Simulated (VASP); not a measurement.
# SnO in VASP: a series of runs

SnO is run at these levels: PBE+D3(BJ); tasks: single point.

All numbers are computed with VASP 6.6.1; they aren't measurements. Logs are shortened: lines on timing, memory, paths and dates and some standing lists are left out, and cuts for length are marked.

**1. The cell of the first run**

The cell holds a slab with vacuum, 8 atoms: a = 3.820 Å, b = 3.820 Å, c = 22.226 Å, α = 90.00°, β = 90.00°, γ = 90.00°.

**2. Single point, PBE+D3(BJ) (layers slid over each other)**

INCAR

```
SYSTEM = SnO
PREC = Accurate
ENCUT = 520
EDIFF = 1E-7
ISMEAR = 0
SIGMA = 0.05
LREAL = .False.
LASPH = .True.
NELM = 60
ALGO = Normal
ISIF = 2
LWAVE = .False.
LCHARG = .False.
LDIPOL = .True.
IDIPOL = 3
DIPOL = 0.5 0.5 0.401
GGA = PE
IVDW = 12
NBANDS = 50
```

KPOINTS

```
Automatic mesh
0
Gamma
  7 7 1
  0 0 0
```

POSCAR

```
SnO
1.0
    3.8201631401      0.0000000000      0.0000000000
    0.0000000000      3.8201631401      0.0000000000
    0.0000000000      0.0000000000     22.2260824966
Sn O
4 4
Direct
    0.7500000000      0.2500000000      0.2024648294
    0.2500000000      0.7500000000      0.3087832167
    0.3750000000      1.0000000000      0.4932511724
   -0.1250000000      1.5000000000      0.5995695597
    0.2500000000      0.2500000000      0.2556240230
    0.7500000000      0.7500000000      0.2556240230
   -0.1250000000      1.0000000000      0.5464103660
    0.3750000000      1.5000000000      0.5464103660
```

Potentials or basis: VASP PAW PBE potentials, release 64 (Sn_d, O).

Run with:

```console
cat potpaw_PBE.64/Sn_d/POTCAR potpaw_PBE.64/O/POTCAR > POTCAR
mpirun -np 1 vasp_std > vasp.out
```

OUTCAR:

```text
SYSTEM = SnO
   PREC = Accurate
   ENCUT = 520
   EDIFF = 1E-7
   ISMEAR = 0
   LREAL = .False.
   LASPH = .True.
   NELM = 60
   ISIF = 2
   GGA = PE
   IVDW = 12
 IVDW          = 12

 ion  position               nearest neighbor table
   1  0.750  0.250  0.202-   5 2.25   6 2.25   6 2.25   5 2.25   2 3.59   2 3.59   2 3.59   2 3.59

   2  0.250  0.750  0.309-   5 2.25   6 2.25   5 2.25   6 2.25   1 3.59   1 3.59   1 3.59   1 3.59

   3  0.375  0.000  0.493-   7 2.25   8 2.25   8 2.25   7 2.25   4 3.59   4 3.59   4 3.59   4 3.59

   4  0.875  0.500  0.600-   7 2.25   8 2.25   7 2.25   8 2.25   3 3.59   3 3.59   3 3.59   3 3.59

   5  0.250  0.250  0.256-   1 2.25   1 2.25   2 2.25   2 2.25
   6  0.750  0.750  0.256-   1 2.25   1 2.25   2 2.25   2 2.25
   7  0.875  0.000  0.546-   3 2.25   3 2.25   4 2.25   4 2.25
   8  0.375  0.500  0.546-   3 2.25   3 2.25   4 2.25   4 2.25

  LATTYP: Found a simple tetragonal cell.
 ALAT       =     3.8201631401
 C/A-ratio  =     5.8180977308

  Lattice vectors:

 A1 = (   3.8201631401,   0.0000000000,   0.0000000000)
 A2 = (   0.0000000000,   3.8201631401,   0.0000000000)
 A3 = (   0.0000000000,   0.0000000000,  22.2260824966)

Analysis of symmetry for initial positions (statically):
=====================================================================
 Subroutine PRICEL returns:
 Original cell was already a primitive cell.

 Routine SETGRP: Setting up the symmetry group for a
 simple tetragonal supercell.

 Subroutine GETGRP returns: Found  2 space group operations
 (whereof  1 operations were pure point group operations)
 out of a pool of 16 trial point group operations.

The static configuration has the point symmetry C_1 .
 The point group associated with its full space group is S_2 .

Analysis of symmetry for dynamics (positions and initial velocities):
=====================================================================
 Subroutine PRICEL returns:
 Original cell was already a primitive cell.

 Routine SETGRP: Setting up the symmetry group for a
 simple tetragonal supercell.

 Subroutine GETGRP returns: Found  2 space group operations
 (whereof  1 operations were pure point group operations)
 out of a pool of 16 trial point group operations.

The dynamic configuration has the point symmetry C_1 .
 The point group associated with its full space group is S_2 .

 Subroutine INISYM returns: Found  2 space group operations
 (whereof  1 operations are pure point group operations),
 and found     1 'primitive' translations

----------------------------------------------------------------------------------------

                                     Primitive cell

  volume of cell :     324.3596

  direct lattice vectors                    reciprocal lattice vectors
     3.820163140  0.000000000  0.000000000     0.261768925  0.000000000  0.000000000
     0.000000000  3.820163140  0.000000000     0.000000000  0.261768925  0.000000000
     0.000000000  0.000000000 22.226082497     0.000000000  0.000000000  0.044992184

  length of vectors
     3.820163140  3.820163140 22.226082497     0.261768925  0.261768925  0.044992184

  position of ions in fractional coordinates (direct lattice)
     0.750000000  0.250000000  0.202464829
     0.250000000  0.750000000  0.308783217
     0.375000000  0.000000000  0.493251172
     0.875000000  0.500000000  0.599569560
     0.250000000  0.250000000  0.255624023
     0.750000000  0.750000000  0.255624023
     0.875000000  0.000000000  0.546410366
     0.375000000  0.500000000  0.546410366

  ion indices of the primitive-cell ions
   primitive index   ion index
                 1           1
                 2           2
                 3           3
                 4           4
                 5           5
                 6           6
                 7           7
                 8           8

----------------------------------------------------------------------------------------

 KPOINTS: Automatic mesh

Automatic generation of k-mesh.
 Grid dimensions read from file:
 generate k-points for:    7    7    1

 Generating k-lattice:

  Cartesian coordinates                     Fractional coordinates (reciprocal lattice)
     0.037395561  0.000000000  0.000000000     0.142857143  0.000000000  0.000000000
     0.000000000  0.037395561  0.000000000     0.000000000  0.142857143  0.000000000
     0.000000000  0.000000000  0.044992184     0.000000000  0.000000000  1.000000000

  Length of vectors
     0.037395561  0.037395561  0.044992184

  Shift w.r.t. Gamma in fractional coordinates (k-lattice)
     0.000000000  0.000000000  0.000000000

 Subroutine IBZKPT returns following result:
 ===========================================

 Found     25 irreducible k-points:

 Following reciprocal coordinates:
            Coordinates               Weight
  0.000000  0.000000  0.000000      1.000000
  0.142857  0.000000  0.000000      2.000000
  0.000000  0.142857  0.000000      2.000000
  0.285714  0.000000  0.000000      2.000000
  0.000000  0.285714  0.000000      2.000000
  0.428571  0.000000  0.000000      2.000000
[... 16 lines left out ...]
  0.285714  0.428571  0.000000      2.000000
  0.428571  0.428571  0.000000      2.000000
   k-points           NKPTS =     25   k-points in BZ     NKDIM =     25   number of bands    NBANDS=     50
   number of dos      NEDOS =    301   number of ions     NIONS =      8
   total plane-waves  NPLWV = 131712
   dimension x,y,z NGX =    28 NGY =   28 NGZ =  168
   dimension x,y,z NGXF=    56 NGYF=   56 NGZF=  336
   ions per type =               4   4
   NGX,Y,Z   is equivalent  to a cutoff of  12.19, 12.19, 12.57 a.u.
   NGXF,Y,Z  is equivalent  to a cutoff of  24.37, 24.37, 25.13 a.u.
 SYSTEM =  SnO
   PREC   = accura    normal or accurate (medium, high low for compatibility)
   ISTART =      0    job   : 0-new  1-cont  2-samecut
   ICHARG =      2    charge: 1-file 2-atom 10-const
   ISPIN  =      1    spin polarized calculation?
   LNONCOLLINEAR =      F non collinear calculations
   LSORBIT =      F    spin-orbit coupling
   LASPH  =      T    aspherical Exc in radial PAW
   ENCUT  =  520.0 eV  38.22 Ry    6.18 a.u.   7.10  7.10 41.33*2*pi/ulx,y,z
   NELM   =     60;   NELMIN=  2; NELMDL= -5     # of ELM steps
   EDIFF  = 0.1E-06   stopping-criterion for ELM
   LREAL  =      F    real-space projection
   EDIFFG = 0.1E-05   stopping-criterion for IOM
   NSW    =      0    number of steps for IOM
   IBRION =     -1    ionic relax: 0-MD 1-quasi-New 2-CG
   NFREE  =      0    steps in history (QN), initial steepest desc. (CG)
   ISIF   =      2    stress and relaxation
   ISYM   =      2    0-nonsym 1-usesym 2-fastsym
   POTIM  = 0.5000    time-step for ionic-motion
   TEBEG  =    0.0;   TEEND  =   0.0 temperature during run
   PSTRESS=    0.0 pullay stress
   NELECT =      80.0000    total number of electrons
   NUPDOWN=      -1.0000    fix difference up-down
   EMIN   =  10.00;   EMAX   =-10.00  energy-range for DOS
   EFERMI =   0.00;   METHOD = LEGACY
   ISMEAR =     0;   SIGMA  =   0.05  broadening in eV -4-tet -1-fermi 0-gaus
   EFERMI_NEDOS =   21; number of points for ismear=-14 and -15
   IALGO  =     38    algorithm
   IMIX   =      4    mixing-type and parameters
     AMIX     =   0.40;   BMIX     =  1.00
     AMIX_MAG =   1.60;   BMIX_MAG =  1.00
  volume/ion in A,a.u.               =      40.54       273.61
  Fermi-wavevector in a.u.,A,eV,Ry     =   1.026666  1.940118 14.341131  1.054043
  Thomas-Fermi vector in A             =   2.160571
   LORBIT       =      0    0 simple, 1 ext, 2 COOP (PROOUT), +10 PAW based schemes
   GGA     = PE    functional components
   LHFCALC =     F    Hartree Fock is set to
   AEXX    =    0.0000 exact exchange contribution
   IVDW    =    12    specifies the selected vdW correction
   LEPSILON=     F    determine dielectric tensor
   LRPA    =     F    only Hartree local field effects (RPA)
 non-spin polarized calculation
 Gauss-broadening in eV      SIGMA  =   0.05
  energy-cutoff  :      520.00
  volume of cell :      324.36
 maximum number of plane-waves:      8769
   NGX = 15   NGY = 15   NGZ = 83

 dipolmoment           0.000000      0.000000      0.000072 electrons x Angstroem

 number of electron      79.9999972 magnetization

 dipolmoment           0.000000      0.000000     -0.000003 electrons x Angstroem

 Free energy of the ion-electron system (eV)
  ---------------------------------------------------
  ext. energy  EPLUGINS =         0.00000000
  ---------------------------------------------------
  free energy    TOTEN  =       -45.14377685 eV

  energy without entropy =      -45.14377685  energy(sigma->0) =      -45.14377685

 E-fermi :   0.0720     XC(G=0):  -5.3043

 val. band max:       -0.1638127901   @ k =  -0.1429   0.1429   0.0000
 cond. band min:       2.2469394961   @ k =   0.4286   0.0000   0.0000
 fundamental gap:      2.4107522862
 Fermi energy:         0.0720375572

 k-point     1 :       0.0000    0.0000    0.0000
  band No.  band energies     occupation
      1     -21.0479      2.00000
      2     -21.0478      2.00000
      3     -20.6873      2.00000
      4     -20.6873      2.00000
      5     -20.6502      2.00000
      6     -20.6498      2.00000
[... 42 lines left out ...]
     49       5.1938      0.00000
     50       5.2124      0.00000

 k-point     2 :       0.1429    0.0000    0.0000
  band No.  band energies     occupation
      1     -21.0389      2.00000
      2     -21.0389      2.00000
      3     -20.6880      2.00000
      4     -20.6879      2.00000
      5     -20.6516      2.00000
      6     -20.6515      2.00000
[... 42 lines left out ...]
     49       5.3116      0.00000
     50       5.4960      0.00000

 k-point     3 :       0.0000    0.1429    0.0000
  band No.  band energies     occupation
      1     -21.0389      2.00000
      2     -21.0389      2.00000
      3     -20.6880      2.00000
      4     -20.6879      2.00000
      5     -20.6519      2.00000
      6     -20.6515      2.00000
[... 42 lines left out ...]
     49       5.3892      0.00000
     50       5.4744      0.00000

 k-point     4 :       0.2857    0.0000    0.0000
  band No.  band energies     occupation
      1     -21.0140      2.00000
      2     -21.0139      2.00000
      3     -20.7847      2.00000
      4     -20.7843      2.00000
      5     -20.6558      2.00000
      6     -20.6557      2.00000
[... 999 lines left out ...]
 k-point    23 :       0.2857    0.4286    0.0000
  band No.  band energies     occupation
      1     -20.9833      2.00000
      2     -20.9829      2.00000
      3     -20.9410      2.00000
      4     -20.9409      2.00000
      5     -20.6525      2.00000
      6     -20.6523      2.00000
[... 42 lines left out ...]
     49       5.7936      0.00000
     50       6.1203      0.00000

 k-point    24 :       0.4286    0.4286    0.0000
  band No.  band energies     occupation
      1     -20.9892      2.00000
      2     -20.9887      2.00000
      3     -20.9750      2.00000
      4     -20.9749      2.00000
      5     -20.6543      2.00000
      6     -20.6541      2.00000
[... 42 lines left out ...]
     49       5.9771      0.00000
     50       6.3067      0.00000

 [... further k-points ...]

------------------------ aborting loop because EDIFF is reached ----------------------------------------

 vacuum level on the upper side and lower side of the slab       (xc-potential included)        -0.142        -0.139

 Edisp (eV)   -1.24584

 E8    (eV) :    -0.5507

  FORCE on cell =-STRESS in cart. coord.  units (eV):
  Direction    XX          YY          ZZ          XY          YZ          ZX
  --------------------------------------------------------------------------------------
  -------------------------------------------------------------------------------------
  Total       0.23048     0.27125     0.21186     0.02506     0.30355     0.17778
  in kB       1.13846     1.33985     1.04649     0.12377     1.49938     0.87813
  external pressure =        1.17 kB  Pullay stress =        0.00 kB

 VOLUME and BASIS-vectors are now :
 -----------------------------------------------------------------------------
  energy-cutoff  :      520.00
  volume of cell :      324.36
      direct lattice vectors                 reciprocal lattice vectors
     3.820163140  0.000000000  0.000000000     0.261768925  0.000000000  0.000000000
     0.000000000  3.820163140  0.000000000     0.000000000  0.261768925  0.000000000
     0.000000000  0.000000000 22.226082497     0.000000000  0.000000000  0.044992184

 POSITION                                       TOTAL-FORCE (eV/Angst)
 -----------------------------------------------------------------------------------
      2.86512      0.95504      4.50000        -0.003339     -0.005691     -0.081556
      0.95504      2.86512      6.86304        -0.018156     -0.033915      0.075471
      1.43256      0.00000     10.96304         0.018156      0.033915     -0.075471
      3.34264      1.91008     13.32608         0.003339      0.005691      0.081556
      0.95504      0.95504      5.68152         0.006801     -0.029043      0.003174
      2.86512      2.86512      5.68152        -0.018144      0.011390      0.003686
      3.34264      0.00000     12.14456         0.018144     -0.011390     -0.003686
      1.43256      1.91008     12.14456        -0.006801      0.029043     -0.003174
 -----------------------------------------------------------------------------------
    total drift:                               -0.000000     -0.000000     -0.000167

  FREE ENERGIE OF THE ION-ELECTRON SYSTEM (eV)
  ---------------------------------------------------
  free  energy   TOTEN  =       -46.3896208845 eV

  energy  without entropy=      -46.3896208845  energy(sigma->0) =      -46.38962088

 vacuum level on the upper side and lower side of the slab         4.811         4.816
```

Run time: 8 min. Hardware: 1 thread of Oxide Virtual Turin-like, shared host; peak memory 0.49 GiB.

Results:

| Property | Result |
| --- | --- |
| Free energy | -46.3896 eV |
| Largest force | 0.085 eV/Å |
| Band gap on the k mesh | 2.41 eV (least direct gap 2.54 eV) |
| Dispersion energy per atom | -0.156 eV |

Forces in eV/Å, atoms in the order of the input:
```
Sn  -0.003 -0.006 -0.082
Sn  -0.018 -0.034  0.075
Sn   0.018  0.034 -0.075
Sn   0.003  0.006  0.082
O    0.007 -0.029  0.003
O   -0.018  0.011  0.004
O    0.018 -0.011 -0.004
O   -0.007  0.029 -0.003
```

Caveat: the cell differs from its parent crystal (layers slid over each other); spin-orbit coupling is left out, which moves the levels of the heavy elements.

**3. Single point, PBE+D3(BJ) (layers slid over each other)**

INCAR

```
SYSTEM = SnO
ALGO = Normal
DIPOL = 0.5 0.5 0.401
EDIFF = 1E-6
ENCUT = 520
GGA = PE
IDIPOL = 3
ISIF = 2
ISMEAR = 0
IVDW = 12
LASPH = .TRUE.
LCHARG = .FALSE.
LDIPOL = .TRUE.
LREAL = .FALSE.
LWAVE = .FALSE.
NBANDS = 50
NELM = 100
PREC = Accurate
SIGMA = 0.05
```

KPOINTS

```
k-points
0
G
  7 7 1
  0 0 0
```

POSCAR

```
SnO
1.0
    3.8201631401      0.0000000000      0.0000000000
    0.0000000000      3.8201631401      0.0000000000
    0.0000000000      0.0000000000     22.2260824966
Sn O
4 4
Direct
    0.7500000000      0.2500000000      0.2024648294
    0.2500000000      0.7500000000      0.3087832167
    0.5000000000      1.1250000000      0.4932511724
    0.0000000000      1.6250000000      0.5995695597
    0.2500000000      0.2500000000      0.2556240230
    0.7500000000      0.7500000000      0.2556240230
    0.0000000000      1.1250000000      0.5464103660
    0.5000000000      1.6250000000      0.5464103660
```

Potentials or basis: VASP PAW PBE potentials, release 64 (Sn_d, O).

Run with:

```console
cat potpaw_PBE.64/Sn_d/POTCAR potpaw_PBE.64/O/POTCAR > POTCAR
mpirun -np 1 vasp_std > vasp.out
```

It took 8.2 min on 1 thread of Oxide Virtual Turin-like, shared host; peak memory 0.49 GiB.

Results (log left out):

```yaml
Free_energy: -46.4276 eV
Largest_force: 0.152 eV/Å
Band_gap_on_the_k_mesh: 2.53 eV (least direct gap 2.55 eV)
Dispersion_energy_per_atom: -0.156 eV
```

Forces on the atoms (eV/Å):
```
Sn  -0.004 -0.003 -0.079
Sn  -0.015 -0.016  0.151
Sn   0.015  0.016 -0.151
Sn   0.004  0.003  0.079
O    0.007 -0.016  0.010
O   -0.020  0.006  0.010
O    0.020 -0.006 -0.010
O   -0.007  0.016 -0.010
```

Levels at points of the mesh, in eV from the valence-band top:
```tsv
k point	band 37	band 38	band 39	band 40	band 41	band 42	band 43	band 44
(0.00, 0.00, 0.00)	-1.95	-1.95	-0.62	-0.02	2.53	2.86	2.86	3.83
```

Caveat: the cell differs from its parent crystal (layers slid over each other); spin-orbit coupling is left out, which moves the levels of the heavy elements.
